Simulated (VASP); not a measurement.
# Gd (Im-3m) in VASP: notebook

Runs on Gd. Level: PBEsol+D4+U. Tasks: relaxation of cell and atoms, single point.

Program: VASP 6.6.1. These are calculated values, not measurements. Logs are shortened: lines on timing, memory, paths and dates and some standing lists are left out, and cuts for length are marked.

### Step 1. The cell of the first run

Symmetry: Im-3m, No. 229, cubic system. The conventional cell has a = 4.050 Å, b = 4.050 Å, c = 4.050 Å, α = 90.00°, β = 90.00°, γ = 90.00°. Gd (site symmetry m-3m) has 14 Gd at 3.51 to 4.05 Å within 4.6 Å.

This isn't the form of Gd at room conditions, which is hcp.

### Step 2. Relaxation of cell and atoms, PBEsol+D4+U, non-collinear spin, typed start

File INCAR:

```
SYSTEM = Gd
PREC = Accurate ; ENCUT = 600
EDIFF = 1E-6 ; ISMEAR = 1
SIGMA = 0.1 ; LREAL = .False.
LASPH = .True. ; NELM = 150
ALGO = Normal ; ISIF = 3
LWAVE = .False. ; LCHARG = .False.
LNONCOLLINEAR = .True. ; MAGMOM = 0 0 7
LORBIT = 11 ; LMAXMIX = 6
LDAU = .True. ; LDAUTYPE = 2
LDAUL = 3 ; LDAUU = 3
LDAUJ = 0 ; LDAUPRINT = 1
GGA = PS ; IVDW = 13
IBRION = 2 ; NSW = 80
EDIFFG = -0.005
```

File KPOINTS:

```
regular mesh
0
Gamma
  7 7 7
  0 0 0
```

File POSCAR:

```
Gd
1.0
   -2.0250000000      2.0250000000      2.0250000000
    2.0250000000     -2.0250000000      2.0250000000
    2.0250000000      2.0250000000     -2.0250000000
Gd
1
Direct
    0.0000000000      0.0000000000      0.0000000000
```

Potentials or basis: VASP PAW PBE potentials, release 64 (Gd).

Launch:

```
> cat potpaw_PBE.64/Gd/POTCAR > POTCAR
> mpirun -np 1 vasp_ncl > vasp.out
```

OUTCAR:

```text
SYSTEM = Gd
   PREC = Accurate
   ENCUT = 600
   EDIFF = 1E-6
   ISMEAR = 1
   LREAL = .False.
   LASPH = .True.
   NELM = 150
   ISIF = 3
   LNONCOLLINEAR = .True.
   LORBIT = 11
   GGA = PS
   IVDW = 13
   IBRION = 2
   NSW = 80
   EDIFFG = -0.005

 ion  position               nearest neighbor table
   1  0.000  0.000  0.000-

  LATTYP: Found a body centered cubic cell.
 ALAT       =     4.0500000000

  Lattice vectors:

 A1 = (  -2.0250000000,   2.0250000000,   2.0250000000)
 A2 = (   2.0250000000,  -2.0250000000,   2.0250000000)
 A3 = (   2.0250000000,   2.0250000000,  -2.0250000000)

Analysis of symmetry for initial positions (statically):
=====================================================================
 Subroutine PRICEL returns:
 Original cell was already a primitive cell.

 Routine SETGRP: Setting up the symmetry group for a
 body centered cubic supercell.

 Subroutine GETGRP returns: Found 48 space group operations
 (whereof 48 operations were pure point group operations)
 out of a pool of 48 trial point group operations.

The static configuration has the point symmetry O_h .

Analysis of symmetry for dynamics (positions and initial velocities):
=====================================================================
 Subroutine PRICEL returns:
 Original cell was already a primitive cell.

 Routine SETGRP: Setting up the symmetry group for a
 body centered cubic supercell.

 Subroutine GETGRP returns: Found 48 space group operations
 (whereof 48 operations were pure point group operations)
 out of a pool of 48 trial point group operations.

The dynamic configuration has the point symmetry O_h .

Analysis of structural, dynamic, and magnetic symmetry:
=====================================================================
 Subroutine PRICEL returns:
 Original cell was already a primitive cell.

 Routine SETGRP: Setting up the symmetry group for a
 body centered cubic supercell.

 Subroutine GETGRP returns: Found  8 space group operations
 (whereof  8 operations were pure point group operations)
 out of a pool of 48 trial point group operations.

The overall configuration has the point symmetry C_4h.

 Subroutine INISYM returns: Found  8 space group operations
 (whereof  8 operations are pure point group operations),
 and found     1 'primitive' translations

----------------------------------------------------------------------------------------

                                     Primitive cell

  volume of cell :      33.2151

  direct lattice vectors                    reciprocal lattice vectors
    -2.025000000  2.025000000  2.025000000     0.000000000  0.246913580  0.246913580
     2.025000000 -2.025000000  2.025000000     0.246913580  0.000000000  0.246913580
     2.025000000  2.025000000 -2.025000000     0.246913580  0.246913580  0.000000000

  length of vectors
     3.507402885  3.507402885  3.507402885     0.349188534  0.349188534  0.349188534

  position of ions in fractional coordinates (direct lattice)
     0.000000000  0.000000000  0.000000000

  ion indices of the primitive-cell ions
   primitive index   ion index
                 1           1

----------------------------------------------------------------------------------------

 KPOINTS: regular mesh

Automatic generation of k-mesh.
 Grid dimensions read from file:
 generate k-points for:    7    7    7
[... 89 lines left out ...]
 LDA+U is selected, type is set to LDAUTYPE =  2
   angular momentum for each species LDAUL =     3
   U (eV)           for each species LDAUU =   3.0
   J (eV)           for each species LDAUJ =   0.0
   GGA     = PS    functional components
   LHFCALC =     F    Hartree Fock is set to
   AEXX    =    0.0000 exact exchange contribution
   IVDW    =    13    specifies the selected vdW correction
   LEPSILON=     F    determine dielectric tensor
   LRPA    =     F    only Hartree local field effects (RPA)
 conjugate gradient relaxation of ions
 Methfessel and Paxton  Order N= 1 SIGMA  =   0.10
  energy-cutoff  :      600.00
  volume of cell :       33.22
 maximum number of plane-waves:      2248
   NGX = 13   NGY = 13   NGZ = 13

--------------------------------------- Ionic step        1  -------------------------------------------

 number of electron      18.0000009 magnetization       0.0000000      0.0000000      8.4297425

 number of electron      18.0000009 magnetization      -0.0000000     -0.0000000      8.0881857

 number of electron      18.0000008 magnetization       0.0000000     -0.0000000      7.8296652

 Free energy of the ion-electron system (eV)
  ---------------------------------------------------
  ext. energy  EPLUGINS =         0.00000000
  ---------------------------------------------------
  free energy    TOTEN  =       -11.76040208 eV

  energy without entropy =      -11.76043000  energy(sigma->0) =      -11.76041139

 E-fermi :   2.8539     XC(G=0): -10.1000

 val. band max:        2.8502287330   @ k =  -0.4286   0.4286   0.1429
 cond. band min:       2.9139998877   @ k =  -0.4286  -0.4286   0.1429
 fundamental gap:      0.0637711547
 Fermi energy:         2.8538564318

 k-point     1 :       0.0000    0.0000    0.0000
  band No.  band energies     occupation
      1     -42.6563      1.00000
      2     -39.3728      1.00000
      3     -19.6511      1.00000
      4     -19.6509      1.00000
      5     -19.6509      1.00000
      6     -17.1762      1.00000
[... 781 lines left out ...]
     29       6.6153      0.00000
     30       6.9166      0.00000

 [... further k-points ...]

 [bands above 30 left out]

------------------------ aborting loop because EDIFF is reached ----------------------------------------

  DFT-D4 for vdW energy calculation

  Edisp (eV):   -0.16841
[... 331 lines left out ...]
--------------------------------------- Ionic step        9  -------------------------------------------

 number of electron      17.9999997 magnetization      -0.0000000      0.0000000      7.6432036

atom =   1  type =  1  l = 3

 onsite density matrix

spin component  1

  0.9883  0.0000 -0.0001 -0.0000  0.0000 -0.0000  0.0000      0.0000 -0.0000 -0.0000  0.0000  0.0000 -0.0000 -0.0000
  0.0000  0.9872  0.0000  0.0000 -0.0000 -0.0000  0.0000      0.0000  0.0000  0.0000  0.0000  0.0000  0.0000  0.0000
 -0.0001  0.0000  0.9884  0.0000 -0.0000 -0.0000  0.0000      0.0000 -0.0000  0.0000 -0.0000  0.0000 -0.0000 -0.0000
 -0.0000  0.0000  0.0000  0.9882  0.0000 -0.0000 -0.0000     -0.0000 -0.0000  0.0000 -0.0000 -0.0000  0.0000  0.0000
  0.0000 -0.0000 -0.0000  0.0000  0.9884  0.0000  0.0001     -0.0000 -0.0000 -0.0000  0.0000  0.0000 -0.0000 -0.0000
 -0.0000 -0.0000 -0.0000 -0.0000  0.0000  0.9884  0.0000      0.0000 -0.0000  0.0000 -0.0000  0.0000  0.0000 -0.0000
  0.0000  0.0000  0.0000 -0.0000  0.0001  0.0000  0.9883      0.0000 -0.0000  0.0000 -0.0000  0.0000  0.0000  0.0000
[... 23 lines left out ...]
  0.0027  0.0000 -0.0011  0.0000  0.0000  0.0000 -0.0000      0.0000  0.0000 -0.0000 -0.0000  0.0000 -0.0000 -0.0000
  0.0000  0.0009  0.0000 -0.0000 -0.0000 -0.0000 -0.0000     -0.0000 -0.0000  0.0000 -0.0000  0.0000 -0.0000  0.0000
 -0.0011  0.0000  0.0033 -0.0000  0.0000  0.0000  0.0000      0.0000 -0.0000 -0.0000  0.0000  0.0000  0.0000 -0.0000
  0.0000 -0.0000 -0.0000  0.0019  0.0000 -0.0000 -0.0000      0.0000  0.0000 -0.0000  0.0000 -0.0000 -0.0000 -0.0000
  0.0000 -0.0000  0.0000  0.0000  0.0033  0.0000  0.0011     -0.0000 -0.0000 -0.0000  0.0000 -0.0000  0.0000 -0.0000
  0.0000 -0.0000  0.0000 -0.0000  0.0000  0.0041  0.0000      0.0000  0.0000 -0.0000  0.0000 -0.0000  0.0000 -0.0000
 -0.0000 -0.0000  0.0000 -0.0000  0.0011  0.0000  0.0027      0.0000 -0.0000  0.0000  0.0000  0.0000  0.0000  0.0000

 occupancies and eigenvectors

  o =  0.0009  v = -0.0000  0.0000 -0.0000 -0.0000 -0.0000 -0.0000 -0.0000  0.0000 -0.8162  0.0000 -0.0000  0.0000 -0.0000 -0.0000      0.0000  0.0000 -0.0000 -0.0000  0.0000  0.0000 -0.0000  0.0000 -0.5778  0.0000 -0.0000  0.0000 -0.0000 -0.0000
  o =  0.0019  v = -0.0000 -0.0000 -0.0000  0.0000 -0.0000  0.0000  0.0000  0.0000 -0.0000  0.0000  0.8635 -0.0000  0.0000  0.0000      0.0000 -0.0000  0.0000 -0.0000 -0.0000  0.0000  0.0000 -0.0000  0.0000 -0.0000 -0.5044  0.0000 -0.0000 -0.0000
  o =  0.0019  v = -0.0000  0.0000  0.0000  0.0000  0.0000 -0.0000  0.0000  0.3642  0.0000  0.2821 -0.0000  0.3285  0.0000 -0.4241      0.0000  0.0000 -0.0000 -0.0000  0.0000 -0.0000  0.0000  0.4241  0.0000  0.3285 -0.0000 -0.2821 -0.0000  0.3642
  o =  0.0019  v = -0.0000  0.0000  0.0000 -0.0000 -0.0000 -0.0000 -0.0000  0.3579  0.0000  0.2772 -0.0000 -0.3326  0.0000  0.4294      0.0000  0.0000 -0.0000  0.0000 -0.0000 -0.0000 -0.0000  0.4294  0.0000  0.3326 -0.0000  0.2772 -0.0000 -0.3579
  o =  0.0041  v =  0.0000 -0.0000  0.0000  0.0000  0.0000 -0.0000 -0.0000 -0.2972 -0.0000  0.3837 -0.0000  0.4065 -0.0000  0.3149      0.0000 -0.0000 -0.0000  0.0000  0.0000  0.0000 -0.0000 -0.3149  0.0000  0.4066 -0.0000 -0.3837  0.0000 -0.2972
  o =  0.0041  v = -0.0000  0.0000 -0.0000  0.0000  0.0000  0.0000  0.0000  0.2912 -0.0000 -0.3759  0.0000  0.4138 -0.0000  0.3205      0.0000  0.0000  0.0000  0.0000  0.0000 -0.0000 -0.0000  0.3205  0.0000 -0.4138  0.0000 -0.3759 -0.0000 -0.2912
  o =  0.0041  v =  0.0000 -0.0000 -0.0000 -0.0000  0.0000  0.0000  0.0000 -0.0000  0.0000  0.0000  0.0000 -0.0000 -0.7649 -0.0000      0.0000  0.0000  0.0000 -0.0000  0.0000  0.0000  0.0000  0.0000 -0.0000 -0.0000 -0.0000  0.0000  0.6441  0.0000
  o =  0.9872  v = -0.0000 -1.0000 -0.0000  0.0000 -0.0000 -0.0000 -0.0000  0.0000 -0.0000  0.0000  0.0000 -0.0000  0.0000  0.0000      0.0000 -0.0006 -0.0000 -0.0000 -0.0000  0.0000 -0.0000  0.0000 -0.0000  0.0000 -0.0000  0.0000 -0.0000 -0.0000
  o =  0.9882  v =  0.0000  0.0000  0.0000  0.8802  0.0000 -0.0000 -0.0000  0.0000  0.0000 -0.0000  0.0000 -0.0000  0.0000 -0.0000      0.0000  0.0000 -0.0000  0.4746 -0.0000 -0.0000  0.0000  0.0000  0.0000 -0.0000 -0.0000  0.0000 -0.0000  0.0000
  o =  0.9882  v = -0.5589  0.0000 -0.4331  0.0000  0.0000  0.0000 -0.0000 -0.0000  0.0000 -0.0000  0.0000 -0.0000 -0.0000 -0.0000      0.0000  0.0000  0.0000  0.0000  0.4331 -0.0000 -0.5589 -0.0000  0.0000  0.0000 -0.0000 -0.0000  0.0000  0.0000
  o =  0.9882  v = -0.5589  0.0000 -0.4332 -0.0000  0.0000 -0.0000  0.0000 -0.0000  0.0000 -0.0000 -0.0000  0.0000 -0.0000  0.0000      0.0000 -0.0000 -0.0000 -0.0000 -0.4332  0.0000  0.5589 -0.0000  0.0000  0.0000  0.0000  0.0000  0.0000 -0.0000
  o =  0.9884  v = -0.0000  0.0000  0.0000 -0.0000  0.0000 -0.9971  0.0000 -0.0000 -0.0000 -0.0000 -0.0000  0.0000 -0.0000  0.0000      0.0000  0.0000 -0.0000 -0.0000 -0.0000 -0.0755 -0.0000  0.0000 -0.0000 -0.0000  0.0000 -0.0000 -0.0000  0.0000
  o =  0.9884  v = -0.4332 -0.0000  0.5589 -0.0000 -0.0000 -0.0000  0.0000  0.0000 -0.0000 -0.0000  0.0000  0.0000  0.0000  0.0000      0.0000 -0.0000  0.0000 -0.0000  0.5589  0.0000  0.4332  0.0000 -0.0000 -0.0000  0.0000 -0.0000 -0.0000 -0.0000
  o =  0.9884  v =  0.4331  0.0000 -0.5589 -0.0000  0.0000 -0.0000  0.0000  0.0000 -0.0000 -0.0000  0.0000  0.0000  0.0000  0.0000      0.0000 -0.0000  0.0000 -0.0000  0.5589  0.0000  0.4331  0.0000 -0.0000 -0.0000 -0.0000 -0.0000 -0.0000 -0.0000

 number of electron      17.9999997 magnetization       0.0000000      0.0000000      7.6429955

 Free energy of the ion-electron system (eV)
  ---------------------------------------------------
  ext. energy  EPLUGINS =         0.00000000
  ---------------------------------------------------
  free energy    TOTEN  =       -11.76112378 eV

  energy without entropy =      -11.75986204  energy(sigma->0) =      -11.76070320

 E-fermi :   3.4132     XC(G=0): -10.5305

 val. band max:        3.4080619399   @ k =   0.0000   0.0000   0.2857
 cond. band min:       3.4244124920   @ k =   0.0000   0.2857   0.2857
 fundamental gap:      0.0163505521
 Fermi energy:         3.4131782026

 k-point     1 :       0.0000    0.0000    0.0000
  band No.  band energies     occupation
      1     -41.9758      1.00000
      2     -38.7231      1.00000
      3     -18.8726      1.00000
      4     -18.8726      1.00000
      5     -18.8726      1.00000
      6     -16.4223      1.00000
[... 781 lines left out ...]
     29       7.5145      0.00000
     30       7.8501      0.00000

 [... further k-points ...]

 [bands above 30 left out]

------------------------ aborting loop because EDIFF is reached ----------------------------------------

  DFT-D4 for vdW energy calculation

  Edisp (eV):   -0.18495
[... 24 lines left out ...]
  FREE ENERGIE OF THE ION-ELECTRON SYSTEM (eV)
  ---------------------------------------------------
  free  energy   TOTEN  =       -11.9460719850 eV

  energy  without entropy=      -11.9448102396  energy(sigma->0) =      -11.94565140

 reached required accuracy - stopping structural energy minimisation

 total charge

# of ion       s       p       d       f       tot
--------------------------------------------------
    1        2.077   5.538   0.665   6.930  15.211

 magnetization (x)

# of ion       s       p       d       f       tot
--------------------------------------------------
    1       -0.000   0.000  -0.000  -0.000  -0.000

 magnetization (y)

# of ion       s       p       d       f       tot
--------------------------------------------------
    1        0.000   0.000   0.000   0.000   0.000

 magnetization (z)

# of ion       s       p       d       f       tot
--------------------------------------------------
    1        0.003  -0.052   0.245   6.893   7.089
```

Run time: 22 min. Hardware: 1 thread of Intel Xeon Platinum 8488C (Sapphire Rapids), shared host; peak memory 0.35 GiB.

Results:

```yaml
Free_energy: -11.9461 eV
Relaxed_volume: 30.23 Å³/atom
Relaxed_cell: a = 3.399 Å, b = 3.399 Å, c = 3.399 Å, α = 109.47°, β = 109.47°, γ = 109.48°
Space_group_after_relaxing_to_0.1_Å: Im-3m (No. 229)
Energy_gained_by_relaxing: 17.3 meV/atom
Ionic_steps: 9
Pressure_after_relaxing: 0.0 GPa
Band_gap_on_the_k_mesh: zero (bands 18 and 19 overlap by 2.48 eV)
Net_moment: 7.64 μB per cell
Valence_electrons_inside_the_program's_atomic_spheres: Gd 15.21
Dispersion_energy_per_atom: -0.185 eV
```

The path:
```tsv
step	energy change (eV)	largest force (eV/Å)	pressure (GPa)	volume (Å³)
1	0.0000	0.0000	-3.62	33.22
2	-0.0166	0.0000	0.54	29.74
3	-0.0161	0.0000	-0.31	31.14
4	-0.0169	0.0000	-0.17	30.61
5	-0.0172	0.0000	0.12	30.14
6	-0.0172	0.0000	-0.16	30.33
7	-0.0173	0.0000	0.07	30.22
8	-0.0172	0.0000	-0.12	30.28
9	-0.0173	0.0000	0.02	30.23
```

Final structure:
```
Gd
1.0
    -1.96256    1.96256    1.96236
     1.96256   -1.96256    1.96236
     1.96256    1.96256   -1.96236
Gd
1
Direct
  0.00000 0.00000 0.00000
```

Moments on the atoms (μB; x, y, z):
```
Gd  0.00 0.00 7.09
```

Caveat: the PAW data sets were made with another functional, which shifts forces and pressure a little; spin-orbit coupling is left out, which moves the levels of the heavy elements.

### Step 3. Single point, PBEsol+D4+U, non-collinear spin, typed start

This run uses another cell than the first one, of 30.08 Å³/atom.

File INCAR:

```
ALGO = Normal
EDIFF = 1E-7
ENCUT = 520
GGA = PS
ISIF = 2
ISMEAR = 1
IVDW = 13
LASPH = True
LCHARG = True
LDAU = True
LDAUJ = 0
LDAUL = 3
LDAUPRINT = 1
LDAUTYPE = 2
LDAUU = 3
LMAXMIX = 6
LNONCOLLINEAR = True
LORBIT = 11
LREAL = False
LVHAR = True
LWAVE = False
MAGMOM = 0 0 7
NBANDS = 29
NELM = 150
PREC = Accurate
SIGMA = 0.1
```

File KPOINTS:

```
k-points
0
Gamma
  7 7 7
```

File POSCAR:

```
Gd
1.0
   -1.9591647676      1.9591647676      1.9591649238
    1.9591647676     -1.9591647676      1.9591649238
    1.9591647676      1.9591647676     -1.9591649238
Gd
1
Direct
    0.0000000000      0.0000000000      0.0000000000
```

Potentials or basis: VASP PAW PBE potentials, release 64 (Gd).

Launch:

```
> cat potpaw_PBE.64/Gd/POTCAR > POTCAR
> mpirun -np 1 vasp_ncl > vasp.out
```

It took 5.1 min on 1 thread of Intel Xeon 8259CL, shared host; peak memory 0.29 GiB.

The run converged. Its results:

* Free energy: -11.9423 eV
* Pressure: 0.1 GPa
* Band gap on the k mesh: zero (bands 18 and 19 overlap by 2.50 eV)
* Net moment: 7.64 μB per cell
* Valence electrons inside the program's atomic spheres: Gd 15.21
* Dispersion energy per atom: -0.186 eV

Levels at points of the mesh, in eV from the Fermi level:
```tsv
k point	band 14	band 15	band 16	band 17	band 18	band 19	band 20	band 21	band 22	band 23
(0.00, 0.00, 0.00)	-6.39	-6.35	-5.34	-4.48	1.17	1.17	1.17	1.57	1.57	1.57
```

Moments on the atoms (μB; x, y, z):
```
Gd  0.00 0.00 7.09
```

Caveat: the PAW data sets were made with another functional, which shifts forces and pressure a little; spin-orbit coupling is left out, which moves the levels of the heavy elements.

The gap in the log of VASP goes by the Fermi energy; the results here count the filled bands.